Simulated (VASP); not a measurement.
# SrZn23S24 (a cell with a defect) in VASP: single point with PBE

Aim: the single point of SrZn23S24 (a cell with a defect) with PBE.

All numbers are computed with VASP 6.6.1; they aren't measurements. Logs are shortened: lines on timing, memory, paths and dates and some standing lists are left out, and cuts for length are marked.

## Step 1: The cell of the first run

The cell holds a defect, 48 atoms: a = 7.624 Å, b = 7.624 Å, c = 18.690 Å, α = 90.00°, β = 90.00°, γ = 120.00°.

## Step 2: Single point, PBE

The input, INCAR:

```
ALGO = Normal
EDIFF = 1E-6
ENCUT = 520
GGA = PE
ISIF = 2
ISMEAR = -1
LASPH = True
LCHARG = False
LREAL = Auto
LWAVE = False
NBANDS = 245
NELM = 100
PREC = Accurate
SIGMA = 0.01
```

The input, KPOINTS:

```
k-points
0
Gamma
  3 3 1
```

The input, POSCAR:

```
SrZn23S24
1.0
    7.6240000000      0.0000000000      0.0000000000
   -3.8120000000      6.6025776784      0.0000000000
    0.0000000000      0.0000000000     18.6899900000
Zn Sr S
23 1 24
Direct
    0.0000000000      0.0000000000      0.0000000000
    0.0000000000      0.5000000000      0.0000000000
    0.5000000000      0.0000000000      0.0000000000
    0.5000000000      0.5000000000      0.0000000000
    0.0000000000      0.0000000000      0.5000000000
    0.0000000000      0.5000000000      0.5000000000
    0.5000000000      0.0000000000      0.5000000000
    0.5000000000      0.5000000000      0.5000000000
    0.1666666666      0.8333333334      0.1666700000
    0.6666666666      0.3333333334      0.1666700000
    0.6666666666      0.8333333334      0.1666700000
    0.3333333334      0.1666666666      0.6666700000
    0.3333333334      0.6666666666      0.6666700000
    0.8333333334      0.1666666666      0.6666700000
    0.8333333334      0.6666666666      0.6666700000
    0.3333333334      0.1666666666      0.3333300000
    0.3333333334      0.6666666666      0.3333300000
    0.8333333334      0.1666666666      0.3333300000
    0.8333333334      0.6666666666      0.3333300000
    0.1666666666      0.3333333334      0.8333300000
    0.1666666666      0.8333333334      0.8333300000
    0.6666666666      0.3333333334      0.8333300000
    0.6666666666      0.8333333334      0.8333300000
    0.1666666666      0.3333333334      0.1666700000
    0.0000000000      0.0000000000      0.1250000000
    0.0000000000      0.5000000000      0.1250000000
    0.5000000000      0.0000000000      0.1250000000
    0.5000000000      0.5000000000      0.1250000000
    0.0000000000      0.0000000000      0.6250000000
    0.0000000000      0.5000000000      0.6250000000
    0.5000000000      0.0000000000      0.6250000000
    0.5000000000      0.5000000000      0.6250000000
    0.1666666666      0.3333333334      0.2916700000
    0.1666666666      0.8333333334      0.2916700000
    0.6666666666      0.3333333334      0.2916700000
    0.6666666666      0.8333333334      0.2916700000
    0.3333333334      0.1666666666      0.7916700000
    0.3333333334      0.6666666666      0.7916700000
    0.8333333334      0.1666666666      0.7916700000
    0.8333333334      0.6666666666      0.7916700000
    0.3333333334      0.1666666666      0.4583300000
    0.3333333334      0.6666666666      0.4583300000
    0.8333333334      0.1666666666      0.4583300000
    0.8333333334      0.6666666666      0.4583300000
    0.1666666666      0.3333333334      0.9583300000
    0.1666666666      0.8333333334      0.9583300000
    0.6666666666      0.3333333334      0.9583300000
    0.6666666666      0.8333333334      0.9583300000
```

Potentials or basis: VASP PAW PBE potentials, release 64 (Zn, Sr_sv, S).

Started as:

```
> cat potpaw_PBE.64/Zn/POTCAR potpaw_PBE.64/Sr_sv/POTCAR potpaw_PBE.64/S/POTCAR > POTCAR
> mpirun -np 1 vasp_std > vasp.out
```

OUTCAR:

```text
EDIFF = 1E-6
   ENCUT = 520
   GGA = PE
   ISIF = 2
   ISMEAR = -1
   LASPH = True
   LREAL = Auto
   NELM = 100
   PREC = Accurate

 ion  position               nearest neighbor table
   1  0.000  0.000  0.000-  46 2.33  45 2.33  48 2.33  25 2.34  24 3.81
   2  0.000  0.500  0.000-  45 2.33  46 2.33  47 2.33  26 2.34  24 3.81
   3  0.500  0.000  0.000-  48 2.33  47 2.33  46 2.33  27 2.34
   4  0.500  0.500  0.000-  47 2.33  48 2.33  45 2.33  28 2.34  24 3.81
   5  0.000  0.000  0.500-  43 2.33  44 2.33  41 2.33  29 2.34
   6  0.000  0.500  0.500-  44 2.33  43 2.33  42 2.33  30 2.34
   7  0.500  0.000  0.500-  41 2.33  42 2.33  43 2.33  31 2.34
   8  0.500  0.500  0.500-  42 2.33  41 2.33  44 2.33  32 2.34
   9  0.167  0.833  0.167-  25 2.33  26 2.33  27 2.33  34 2.34  24 3.81  24 3.81
  10  0.667  0.333  0.167-  28 2.33  27 2.33  26 2.33  35 2.34  24 3.81  24 3.81
  11  0.667  0.833  0.167-  27 2.33  28 2.33  25 2.33  36 2.34  24 3.81  24 3.81
  12  0.333  0.167  0.667-  31 2.33  32 2.33  29 2.33  37 2.34
  13  0.333  0.667  0.667-  32 2.33  31 2.33  30 2.33  38 2.34
  14  0.833  0.167  0.667-  29 2.33  30 2.33  31 2.33  39 2.34
  15  0.833  0.667  0.667-  30 2.33  29 2.33  32 2.33  40 2.34
  16  0.333  0.167  0.333-  34 2.33  35 2.33  33 2.33  41 2.34  24 3.81
  17  0.333  0.667  0.333-  33 2.33  36 2.33  34 2.33  42 2.34  24 3.81
  18  0.833  0.167  0.333-  36 2.33  33 2.33  35 2.33  43 2.34  24 3.81
  19  0.833  0.667  0.333-  35 2.33  34 2.33  36 2.33  44 2.34
  20  0.167  0.333  0.833-  38 2.33  39 2.33  37 2.33  45 2.34
  21  0.167  0.833  0.833-  37 2.33  40 2.33  38 2.33  46 2.34
  22  0.667  0.333  0.833-  40 2.33  37 2.33  39 2.33  47 2.34
  23  0.667  0.833  0.833-  39 2.33  38 2.33  40 2.33  48 2.34
  24  0.167  0.333  0.167-  26 2.33  25 2.33  28 2.33  33 2.34   9 3.81  11 3.81   9 3.81  11 3.81
                            10 3.81  10 3.81  17 3.81  18 3.81  16 3.81   2 3.81   1 3.81   4 3.81
  25  0.000  0.000  0.125-   9 2.33  24 2.33  11 2.33   1 2.34
  26  0.000  0.500  0.125-  24 2.33   9 2.33  10 2.33   2 2.34
  27  0.500  0.000  0.125-  11 2.33  10 2.33   9 2.33   3 2.34
  28  0.500  0.500  0.125-  10 2.33  11 2.33  24 2.33   4 2.34
  29  0.000  0.000  0.625-  14 2.33  15 2.33  12 2.33   5 2.34
  30  0.000  0.500  0.625-  15 2.33  14 2.33  13 2.33   6 2.34
[... 12 lines left out ...]
  43  0.833  0.167  0.458-   5 2.33   6 2.33   7 2.33  18 2.34
  44  0.833  0.667  0.458-   6 2.33   5 2.33   8 2.33  19 2.34
  45  0.167  0.333  0.958-   2 2.33   1 2.33   4 2.33  20 2.34  24 3.89
  46  0.167  0.833  0.958-   1 2.33   2 2.33   3 2.33  21 2.34
  47  0.667  0.333  0.958-   4 2.33   3 2.33   2 2.33  22 2.34
  48  0.667  0.833  0.958-   3 2.33   4 2.33   1 2.33  23 2.34

  LATTYP: Found a hexagonal cell.
 ALAT       =     7.6240000000
 C/A-ratio  =     2.4514677335

  Lattice vectors:

 A1 = (   7.6240000000,   0.0000000000,   0.0000000000)
 A2 = (  -3.8120000000,   6.6025776784,   0.0000000000)
 A3 = (   0.0000000000,   0.0000000000,  18.6899900000)

Analysis of symmetry for initial positions (statically):
=====================================================================
 Subroutine PRICEL returns:
 Original cell was already a primitive cell.

 Routine SETGRP: Setting up the symmetry group for a
 hexagonal supercell.

 Subroutine GETGRP returns: Found  6 space group operations
 (whereof  2 operations were pure point group operations)
 out of a pool of 24 trial point group operations.

The static configuration has the point symmetry C_1h.
 The point group associated with its full space group is C_3v.

Analysis of symmetry for dynamics (positions and initial velocities):
=====================================================================
 Subroutine PRICEL returns:
 Original cell was already a primitive cell.

 Routine SETGRP: Setting up the symmetry group for a
 hexagonal supercell.

 Subroutine GETGRP returns: Found  6 space group operations
 (whereof  2 operations were pure point group operations)
 out of a pool of 24 trial point group operations.

The dynamic configuration has the point symmetry C_1h.
 The point group associated with its full space group is C_3v.

 Subroutine INISYM returns: Found  6 space group operations
 (whereof  2 operations are pure point group operations),
 and found     1 'primitive' translations

----------------------------------------------------------------------------------------

                                     Primitive cell

  volume of cell :     940.8177
[... 65 lines left out ...]
                 5           5
                 6           6
[... 40 lines left out ...]
                47          47
                48          48

----------------------------------------------------------------------------------------

 KPOINTS: k-points

Automatic generation of k-mesh.
 Grid dimensions read from file:
 generate k-points for:    3    3    1

 Generating k-lattice:

  Cartesian coordinates                     Fractional coordinates (reciprocal lattice)
     0.043721581  0.025242667  0.000000000     0.333333333  0.000000000  0.000000000
     0.000000000  0.050485333  0.000000000     0.000000000  0.333333333  0.000000000
     0.000000000  0.000000000  0.053504577     0.000000000  0.000000000  1.000000000

  Length of vectors
     0.050485333  0.050485333  0.053504577

  Shift w.r.t. Gamma in fractional coordinates (k-lattice)
     0.000000000  0.000000000  0.000000000

 Subroutine IBZKPT returns following result:
 ===========================================

 Found      3 irreducible k-points:

 Following reciprocal coordinates:
            Coordinates               Weight
  0.000000  0.000000  0.000000      1.000000
  0.333333  0.000000  0.000000      6.000000
  0.333333  0.333333  0.000000      2.000000
   k-points           NKPTS =      3   k-points in BZ     NKDIM =      3   number of bands    NBANDS=    245
   number of dos      NEDOS =    301   number of ions     NIONS =     48
   total plane-waves  NPLWV = 504000
   dimension x,y,z NGX =    60 NGY =   60 NGZ =  140
   dimension x,y,z NGXF=   120 NGYF=  120 NGZF=  280
   ions per type =              23   1  24
   NGX,Y,Z   is equivalent  to a cutoff of  13.08, 13.08, 12.45 a.u.
   NGXF,Y,Z  is equivalent  to a cutoff of  26.17, 26.17, 24.91 a.u.
 SYSTEM =  unknown system
   PREC   = accura    normal or accurate (medium, high low for compatibility)
   ISTART =      0    job   : 0-new  1-cont  2-samecut
   ICHARG =      2    charge: 1-file 2-atom 10-const
   ISPIN  =      1    spin polarized calculation?
   LNONCOLLINEAR =      F non collinear calculations
   LSORBIT =      F    spin-orbit coupling
   LASPH  =      T    aspherical Exc in radial PAW
   ENCUT  =  520.0 eV  38.22 Ry    6.18 a.u.  14.18 14.18 34.75*2*pi/ulx,y,z
   NELM   =    100;   NELMIN=  2; NELMDL= -5     # of ELM steps
   EDIFF  = 0.1E-05   stopping-criterion for ELM
   LREAL  =      T    real-space projection
   EDIFFG = 0.1E-04   stopping-criterion for IOM
   NSW    =      0    number of steps for IOM
   IBRION =     -1    ionic relax: 0-MD 1-quasi-New 2-CG
   NFREE  =      0    steps in history (QN), initial steepest desc. (CG)
   ISIF   =      2    stress and relaxation
   ISYM   =      2    0-nonsym 1-usesym 2-fastsym
   POTIM  = 0.5000    time-step for ionic-motion
   TEBEG  =    0.0;   TEEND  =   0.0 temperature during run
   PSTRESS=    0.0 pullay stress
   NELECT =     430.0000    total number of electrons
   NUPDOWN=      -1.0000    fix difference up-down
   EMIN   =  10.00;   EMAX   =-10.00  energy-range for DOS
   EFERMI =   0.00;   METHOD = LEGACY
   ISMEAR =    -1;   SIGMA  =   0.01  broadening in eV -4-tet -1-fermi 0-gaus
   EFERMI_NEDOS =   21; number of points for ismear=-14 and -15
   IALGO  =     38    algorithm
   IMIX   =      4    mixing-type and parameters
     AMIX     =   0.40;   BMIX     =  1.00
     AMIX_MAG =   1.60;   BMIX_MAG =  1.00
  volume/ion in A,a.u.               =      19.60       132.27
  Fermi-wavevector in a.u.,A,eV,Ry     =   1.261041  2.383022 21.636312  1.590224
  Thomas-Fermi vector in A             =   2.394520
   LORBIT       =      0    0 simple, 1 ext, 2 COOP (PROOUT), +10 PAW based schemes
   GGA     = PE    functional components
   LHFCALC =     F    Hartree Fock is set to
   AEXX    =    0.0000 exact exchange contribution
   IVDW    =     0    specifies the selected vdW correction
   LEPSILON=     F    determine dielectric tensor
   LRPA    =     F    only Hartree local field effects (RPA)
 non-spin polarized calculation
  energy-cutoff  :      520.00
  volume of cell :      940.82
 maximum number of plane-waves:     25428
 NGX is ok and might be reduce to    60
   NGX = 29   NGY = 29   NGZ = 69

 number of electron     430.0000298 magnetization

 Free energy of the ion-electron system (eV)
  ---------------------------------------------------
  ext. energy  EPLUGINS =         0.00000000
  ---------------------------------------------------
  free energy    TOTEN  =      -161.83702934 eV

  energy without entropy =     -161.83702934  energy(sigma->0) =     -161.83702934

 E-fermi :   2.5342     XC(G=0):  -9.6785

 val. band max:        2.2078088086   @ k =   0.0000   0.0000   0.0000
 cond. band min:       4.4545536982   @ k =   0.0000   0.0000   0.0000
 fundamental gap:      2.2467448896
 Fermi energy:         2.5341579684

 k-point     1 :       0.0000    0.0000    0.0000
  band No.  band energies     occupation
      1     -29.9682      2.00000
      2     -13.2404      2.00000
      3     -13.2187      2.00000
      4     -13.2187      2.00000
      5     -10.9077      2.00000
      6     -10.7142      2.00000
[... 679 lines left out ...]
    226       6.6771      0.00000
    227       6.8926      0.00000
 [bands above 227 left out]

------------------------ aborting loop because EDIFF is reached ----------------------------------------

  FORCE on cell =-STRESS in cart. coord.  units (eV):
  Direction    XX          YY          ZZ          XY          YZ          ZX
  --------------------------------------------------------------------------------------
  -------------------------------------------------------------------------------------
  Total       31.9731585     31.9731585     31.5660882     -0.0000000     -0.0000000      0.0000000
  in kB       54.4490927     54.4490927     53.7558671     -0.0000000     -0.0000000      0.0000000
  external PRESSURE =      54.2180175 kB  Pullay stress =       0.0000000 kB

 VOLUME and BASIS-vectors are now :
 -----------------------------------------------------------------------------
  energy-cutoff  :      520.00
  volume of cell :      940.82
      direct lattice vectors                 reciprocal lattice vectors
     7.624000000  0.000000000  0.000000000     0.131164743  0.075728000  0.000000000
    -3.812000000  6.602577678  0.000000000     0.000000000  0.151455999  0.000000000
     0.000000000  0.000000000 18.689990000     0.000000000  0.000000000  0.053504577

 POSITION                                       TOTAL-FORCE (eV/Angst)
 -----------------------------------------------------------------------------------
      0.00000      0.00000      0.00000        -0.000000     -0.171673      0.046558
     -1.90600      3.30129      0.00000        -0.148673      0.085836      0.046558
      3.81200      0.00000      0.00000        -0.000000     -0.000000     -0.060500
      1.90600      3.30129      0.00000         0.148673      0.085836      0.046558
      0.00000      0.00000      9.34500        -0.000000      0.015159     -0.010773
     -1.90600      3.30129      9.34500         0.013128     -0.007580     -0.010773
[... 40 lines left out ...]
      3.81200      2.20086     17.91118        -0.000000     -0.023262     -0.053576
      1.90600      5.50215     17.91118        -0.020145      0.011631     -0.053576
 -----------------------------------------------------------------------------------
    total drift:                               -0.000005     -0.000004     -0.000876

  FREE ENERGIE OF THE ION-ELECTRON SYSTEM (eV)
  ---------------------------------------------------
  free  energy   TOTEN  =      -161.8370293386 eV

  energy  without entropy=     -161.8370293386  energy(sigma->0) =     -161.83702934
```

Wall time 30 min (1 thread of Intel Xeon Platinum 8488C (Sapphire Rapids), shared host); peak memory 1.2 GiB.

Results:

| Item | Value |
| --- | --- |
| Free energy | -161.8370 eV |
| Pressure | 5.4 GPa |
| Largest force | 5.428 eV/Å |
| Band gap on the k mesh | 2.25 eV |

Forces in eV/Å, atoms in the order of the input:
```
Zn   0.000 -0.172  0.047
Zn  -0.149  0.086  0.047
Zn   0.000  0.000 -0.060
Zn   0.149  0.086  0.047
Zn   0.000  0.015 -0.011
Zn   0.013 -0.008 -0.011
Zn   0.000  0.000  0.001
Zn  -0.013 -0.008 -0.011
Zn  -0.177 -0.102 -0.115
Zn   0.000  0.205 -0.115
Zn   0.177 -0.102 -0.115
Zn   0.003 -0.002  0.014
Zn   0.000  0.004  0.014
Zn  -0.003 -0.002  0.014
Zn   0.000  0.000  0.020
Zn  -0.052  0.030  0.138
Zn   0.000 -0.060  0.138
Zn   0.052  0.030  0.138
Zn   0.000  0.000  0.033
Zn   0.000  0.000 -0.046
Zn   0.003  0.001  0.013
Zn   0.000 -0.003  0.013
Zn  -0.003  0.001  0.013
Sr   0.000  0.000 -0.058
S    0.000 -5.058 -1.791
S   -4.380  2.529 -1.791
S    0.000  0.000  0.049
S    4.380  2.529 -1.791
S    0.000  0.000  0.020
S    0.000  0.000  0.020
S    0.000  0.000  0.037
S    0.000  0.000  0.020
S    0.000  0.000  5.428
S    0.008  0.005 -0.026
S    0.000 -0.010 -0.026
S   -0.008  0.005 -0.026
S   -0.005  0.003 -0.007
S    0.000 -0.005 -0.007
S    0.005  0.003 -0.007
S    0.000  0.000 -0.012
S    0.034 -0.019 -0.015
S    0.000  0.039 -0.015
S   -0.034 -0.019 -0.015
S    0.000  0.000 -0.048
S    0.000  0.000  0.020
S    0.020  0.012 -0.054
S    0.000 -0.023 -0.054
S   -0.020  0.012 -0.054
```

Levels at points of the mesh, in eV from the valence-band top:
```csv
k point,band 211,band 212,band 213,band 214,band 215,band 216,band 217,band 218,band 219,band 220
"(0.00, 0.00, 0.00)",-0.18,-0.18,-0.07,0.00,0.00,2.25,3.25,3.26,3.39,3.40
```
